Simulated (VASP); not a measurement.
# Sb (P2_1/m) in VASP: a series of runs, part 2 of 2

VASP 6.6.1. Earlier steps stand in the parts before.

## (5) Single point, PBEsol (29.31 Å³/atom)

This run uses another cell than the first one, of 29.31 Å³/atom.

The input, INCAR:

```
SYSTEM = Sb
PREC = Accurate
ENCUT = 520
EDIFF = 1E-7
ISMEAR = -1
SIGMA = 0.05
LREAL = .FALSE.
LASPH = .TRUE.
NELM = 80
ALGO = Normal
ISIF = 2
LWAVE = .FALSE.
LCHARG = .FALSE.
GGA = PS
NBANDS = 12
```

The input, KPOINTS:

```
regular mesh
0
G
  9 6 6
  0 0 0
```

The input, POSCAR:

```
Sb
1.0
    3.1014456505      0.0000000000      0.0000000000
    0.0000000000      4.3183391477      0.0000000000
   -0.0386538176      0.0000000000      4.3762816325
Sb
2
Direct
    0.0113890000      0.2500000000      0.2411660000
    0.9886110000      0.7500000000      0.7588340000
```

Potentials or basis: VASP PAW PBE potentials, release 64 (Sb).

On the command line:

```
$ cat potpaw_PBE.64/Sb/POTCAR > POTCAR
$ mpirun -np 1 vasp_std > vasp.out
```

OUTCAR:

```text
SYSTEM = Sb
   PREC = Accurate
   ENCUT = 520
   EDIFF = 1E-7
   ISMEAR = -1
   LREAL = .FALSE.
   LASPH = .TRUE.
   NELM = 80
   ISIF = 2
   GGA = PS

 ion  position               nearest neighbor table
   1  0.011  0.250  0.241-   2 3.02   2 3.02   2 3.13   2 3.13
   2  0.989  0.750  0.759-   1 3.02   1 3.02   1 3.13   1 3.13

  LATTYP: Found a simple monoclinic cell.
 ALAT       =     3.1014456505
 B/A-ratio  =     1.3923633152
 C/A-ratio  =     1.4111007668
 COS(beta)  =    -0.0088322263

  Lattice vectors:

 A1 = (   3.1014456505,   0.0000000000,   0.0000000000)
 A2 = (   0.0000000000,   4.3183391477,   0.0000000000)
 A3 = (  -0.0386538176,   0.0000000000,   4.3762816325)

Analysis of symmetry for initial positions (statically):
=====================================================================
 Subroutine PRICEL returns:
 Original cell was already a primitive cell.

 Routine SETGRP: Setting up the symmetry group for a
 simple monoclinic supercell.

 Subroutine GETGRP returns: Found  4 space group operations
 (whereof  2 operations were pure point group operations)
 out of a pool of  4 trial point group operations.

The static configuration has the point symmetry S_2 .
 The point group associated with its full space group is C_2h.

Analysis of symmetry for dynamics (positions and initial velocities):
=====================================================================
 Subroutine PRICEL returns:
 Original cell was already a primitive cell.

 Routine SETGRP: Setting up the symmetry group for a
 simple monoclinic supercell.

 Subroutine GETGRP returns: Found  4 space group operations
 (whereof  2 operations were pure point group operations)
 out of a pool of  4 trial point group operations.

The dynamic configuration has the point symmetry S_2 .
 The point group associated with its full space group is C_2h.

 Subroutine INISYM returns: Found  4 space group operations
[... 122 lines left out ...]
   GGA     = PS    functional components
   LHFCALC =     F    Hartree Fock is set to
   AEXX    =    0.0000 exact exchange contribution
   IVDW    =     0    specifies the selected vdW correction
   LEPSILON=     F    determine dielectric tensor
   LRPA    =     F    only Hartree local field effects (RPA)
 non-spin polarized calculation
  energy-cutoff  :      520.00
  volume of cell :       58.61
 maximum number of plane-waves:      1616
   NGX = 11   NGY = 17   NGZ = 17

 number of electron      10.0000000 magnetization

 Free energy of the ion-electron system (eV)
  ---------------------------------------------------
  ext. energy  EPLUGINS =         0.00000000
  ---------------------------------------------------
  free energy    TOTEN  =        -9.04928292 eV

  energy without entropy =       -9.03671146  energy(sigma->0) =       -9.04299719

 E-fermi :   7.3468     XC(G=0):  -9.8288

 val. band max:        7.3368230948   @ k =   0.4444   0.3333   0.1667
 cond. band min:       7.3611489756   @ k =  -0.1111   0.3333   0.1667
 fundamental gap:      0.0243258808
 Fermi energy:         7.3468076419

 k-point     1 :       0.0000    0.0000    0.0000
  band No.  band energies     occupation
      1      -5.3386      2.00000
      2      -0.1059      2.00000
      3       3.5440      2.00000
      4       3.6796      2.00000
      5       9.2137      0.00000
      6      10.3473      0.00000
      7      10.5793      0.00000
      8      10.7027      0.00000
      9      13.9781      0.00000
     10      14.2485      0.00000
     11      14.6743      0.00000
     12      15.4962      0.00000
[... 331 lines left out ...]
 k-point    24 :       0.3333    0.0000    0.1667
  band No.  band energies     occupation
      1      -3.6345      2.00000
      2       0.7000      2.00000
      3       3.5270      2.00000
      4       5.2252      2.00000
      5       5.4373      2.00000
      6       7.4661      0.16852
      7      10.6875      0.00000
      8      10.8639      0.00000
      9      11.6677      0.00000
     10      13.3437      0.00000
     11      13.6580      0.00000
     12      16.8930      0.00000

 [... further k-points ...]

------------------------ aborting loop because EDIFF is reached ----------------------------------------

  FORCE on cell =-STRESS in cart. coord.  units (eV):
  Direction    XX          YY          ZZ          XY          YZ          ZX
  --------------------------------------------------------------------------------------
  -------------------------------------------------------------------------------------
  Total       -0.3146207     -0.4801137     -0.3585943      0.0000000      0.0000000      0.0336951
  in kB       -8.6002627    -13.1240685     -9.8022940      0.0000000      0.0000000      0.9210673
  external PRESSURE =     -10.5088751 kB  Pullay stress =       0.0000000 kB

 VOLUME and BASIS-vectors are now :
 -----------------------------------------------------------------------------
  energy-cutoff  :      520.00
  volume of cell :       58.61
      direct lattice vectors                 reciprocal lattice vectors
     3.101445651  0.000000000  0.000000000     0.322430283  0.000000000  0.002847888
     0.000000000  4.318339148  0.000000000     0.000000000  0.231570510  0.000000000
    -0.038653818  0.000000000  4.376281632     0.000000000  0.000000000  0.228504489

 POSITION                                       TOTAL-FORCE (eV/Angst)
 -----------------------------------------------------------------------------------
      0.02600      1.07958      1.05541        -0.028426      0.000000      0.076069
      3.03679      3.23875      3.32087         0.028426      0.000000     -0.076069
 -----------------------------------------------------------------------------------
    total drift:                                0.000000     -0.000000      0.000000

  FREE ENERGIE OF THE ION-ELECTRON SYSTEM (eV)
  ---------------------------------------------------
  free  energy   TOTEN  =        -9.0492829229 eV

  energy  without entropy=       -9.0367114573  energy(sigma->0) =       -9.04299719
```

OSZICAR:

```text
N       E                     dE             d eps       ncg     rms          rms(c)
DAV:   1     0.304473929222E+02    0.30447E+02   -0.34308E+03  2688   0.652E+02
DAV:   2    -0.734183170769E+01   -0.37789E+02   -0.36369E+02  3596   0.102E+02
DAV:   3    -0.903918718437E+01   -0.16974E+01   -0.16692E+01  3232   0.240E+01
DAV:   4    -0.905371256064E+01   -0.14525E-01   -0.14516E-01  3132   0.268E+00
DAV:   5    -0.905387936269E+01   -0.16680E-03   -0.16680E-03  3152   0.316E-01    0.272E+00
DAV:   6    -0.905119650225E+01    0.26829E-02   -0.65893E-04  3132   0.170E-01    0.161E+00
DAV:   7    -0.904925945548E+01    0.19370E-02   -0.15552E-03  2912   0.250E-01    0.630E-02
DAV:   8    -0.904928154602E+01   -0.22091E-04   -0.59812E-05  3252   0.493E-02    0.944E-03
DAV:   9    -0.904928307074E+01   -0.15247E-05   -0.28302E-06  3052   0.106E-02    0.245E-03
DAV:  10    -0.904928292141E+01    0.14933E-06   -0.29946E-07  3216   0.294E-03    0.798E-04
DAV:  11    -0.904928292290E+01   -0.14870E-08   -0.40695E-08  1728   0.119E-03
   1 F= -.90492829E+01 E0= -.90429972E+01  d E =-.125715E-01
```

stdout:

```text
POSCAR found type information on POSCAR Sb
 POSCAR found :  1 types and       2 ions
 scaLAPACK will be used
 -----------------------------------------------------------------------------
|                                                                             |
|                                                                             |
|     You enforced a specific xc type in the INCAR file but a different       |
|     I HOPE YOU KNOW WHAT YOU ARE DOING!                                     |
|                                                                             |
 -----------------------------------------------------------------------------

 LDA part: xc-table for (Slater+PW92), standard interpolation
 POSCAR, INCAR and KPOINTS ok, starting setup
 FFT: planning ... GRIDC
 FFT: planning ... GRID_SOFT
 FFT: planning ... GRID
 WAVECAR not read
 entering main loop
```

Run time: 65 s. Hardware: 1 thread of Intel Xeon 8259CL, shared host; peak memory 0.22 GiB.

Results:

```yaml
Free_energy: -9.0493 eV
Pressure: -1.1 GPa
Largest_force: 0.081 eV/Å
Band_gap_on_the_k_mesh: zero (bands 5 and 6 overlap by 8.53 eV)
```

Forces in eV/Å, atoms in the order of the input:
```
Sb  -0.028  0.000  0.076
Sb   0.028  0.000 -0.076
```

Levels at points of the mesh, in eV from the Fermi level:
```
           k point  band 2  band 3  band 4  band 5  band 6  band 7  band 8  band 9
(0.00, 0.00, 0.00)   -7.45   -3.80   -3.67    1.87    3.00    3.23    3.36    6.63
(0.00, 0.50, 0.00)  -10.85   -1.61   -1.61   -1.02   -1.02    4.74    4.74    8.06
(0.00, 0.00, 0.50)  -10.66   -1.71   -1.18   -1.04   -0.88    4.52    4.90    7.70
(0.00, 0.50, 0.50)  -10.16   -5.85   -5.85    5.09    5.09    5.36    5.36    8.95
```

Caveat: the PAW data sets were made with another functional, which shifts forces and pressure a little; spin-orbit coupling is left out, which moves the levels of the heavy elements.

## (6) Single point, PBEsol (29.90 Å³/atom)

The input, INCAR:

```
SYSTEM = Sb
PREC = Accurate ; ENCUT = 520
EDIFF = 1E-6 ; ISMEAR = -1
SIGMA = 0.05 ; LREAL = .False.
LASPH = .True. ; NELM = 80
ALGO = Normal ; ISIF = 2
LWAVE = .False. ; LCHARG = .False.
GGA = PS ; NBANDS = 12
```

The input, KPOINTS:

```
Automatic mesh
0
Gamma
  9 6 6
  0 0 0
```

The input, POSCAR:

```
Sb
1.0
    3.1224020000      0.0000000000      0.0000000000
    0.0000000000      4.3475180000      0.0000000000
   -0.0389150000      0.0000000000      4.4058520000
Sb
2
Direct
    0.0113890000      0.2500000000      0.2411660000
    0.9886110000      0.7500000000      0.7588340000
```

Potentials or basis: VASP PAW PBE potentials, release 64 (Sb).

On the command line:

```
$ cat potpaw_PBE.64/Sb/POTCAR > POTCAR
$ mpirun -np 1 vasp_std > vasp.out
```

Wall time 60 s (1 thread of Intel Xeon 8259CL, shared host); peak memory 0.21 GiB.

It converged, with:

* Free energy: -9.0373 eV
* Pressure: -2.1 GPa
* Largest force: 0.054 eV/Å
* Band gap on the k mesh: zero (bands 5 and 6 overlap by 8.33 eV)

Forces in eV/Å, atoms in the order of the input:
```
Sb  -0.030  0.000  0.044
Sb   0.030  0.000 -0.044
```

Stress tensor (GPa, compression positive):
```
-1.85  0.00  0.08
 0.00 -2.42  0.00
 0.08  0.00 -2.15
```

Levels at points of the mesh, in eV from the Fermi level:
```csv
k point,band 2,band 3,band 4,band 5,band 6,band 7,band 8,band 9
"(0.00, 0.00, 0.00)",-7.45,-3.70,-3.57,1.95,2.96,3.19,3.32,6.59
"(0.00, 0.50, 0.00)",-10.72,-1.55,-1.55,-0.99,-0.99,4.65,4.65,8.02
"(0.00, 0.00, 0.50)",-10.54,-1.65,-1.12,-1.02,-0.86,4.44,4.82,7.68
"(0.00, 0.50, 0.50)",-10.06,-5.70,-5.70,4.99,4.99,5.25,5.25,8.90
```

Caveat: the PAW data sets were made with another functional, which shifts forces and pressure a little; spin-orbit coupling is left out, which moves the levels of the heavy elements.

## (7) The runs side by side

| task | level | cell | cutoff (eV) | gap on the mesh (eV) | pressure (GPa) | largest force (eV/Å) |
| --- | --- | --- | --- | --- | --- | --- |
| relaxation of cell and atoms | PBE+D4 | relaxed from a = 3.122, b = 4.348, c = 4.406 Å, angles 90.0, 90.5, 90.0°, 2 atoms | 600 | none | 0.0 | 0.01 |
| single point | PBEsol | a = 3.059, b = 4.259, c = 4.316 Å, angles 90.0, 90.5, 90.0°, 2 atoms | 520 | none | 1.6 | 0.15 |
| single point | PBEsol | a = 3.080, b = 4.289, c = 4.346 Å, angles 90.0, 90.5, 90.0°, 2 atoms | 520 | none | 0.2 | 0.11 |
| single point | PBEsol | a = 3.101, b = 4.318, c = 4.376 Å, angles 90.0, 90.5, 90.0°, 2 atoms | 520 | none | -1.1 | 0.08 |
| single point | PBEsol | a = 3.122, b = 4.348, c = 4.406 Å, angles 90.0, 90.5, 90.0°, 2 atoms | 520 | none | -2.1 | 0.05 |

Alike in all rows: potentials or basis VASP PAW PBE potentials, release 64 (Sb); no spin polarisation; k mesh 9 × 6 × 6; smearing fermi-dirac 0.05 eV.

Caveats: spin-orbit coupling is left out, which moves the levels of the heavy elements; the PAW data sets were made with another functional, which shifts forces and pressure a little (at least some runs).

Absolute energies hang on the potentials; compare differences alone.
